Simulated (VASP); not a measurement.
Input of a VASP 6.6.1 run:

The input INCAR:

```
ALGO = Normal
EDIFF = 1E-6
ENCUT = 520
GGA = PE
ISIF = 2
ISMEAR = 0
LASPH = T
LCHARG = T
LELF = T
LREAL = F
LVHAR = T
LWAVE = F
NBANDS = 30
NELM = 100
PREC = Accurate
SIGMA = 0.1
```

File KPOINTS:

```
k-points
0
Gamma
  9 9 8
```

POSCAR

```
As3P
1.0
    7.8348775636      0.0000000000      0.0000000000
   -3.9174387818      6.7852030056      0.0000000000
    0.0000000000      0.0000000000      4.4788038149
P As
2 6
Direct
    0.3333333333      0.6666666667      0.2500000000
    0.6666666667      0.3333333333      0.7500000000
    0.7703942445      0.5407884890      0.2500000000
    0.2296057555      0.7703942445      0.7500000000
    0.4592115110      0.2296057555      0.2500000000
    0.2296057555      0.4592115110      0.7500000000
    0.7703942445      0.2296057555      0.2500000000
    0.5407884890      0.7703942445      0.7500000000
```

Potentials or basis: VASP PAW PBE potentials, release 64 (P, As).

Command:

```bash
$ cat potpaw_PBE.64/P/POTCAR potpaw_PBE.64/As/POTCAR > POTCAR
$ mpirun -np 1 vasp_std > vasp.out
```

(1) Predict the band gap on the k mesh.

(2) Predict the largest force.

Answers

(1) zero (bands 20 and 21 overlap by 1.06 eV).

(2) 0.088 eV/Å.
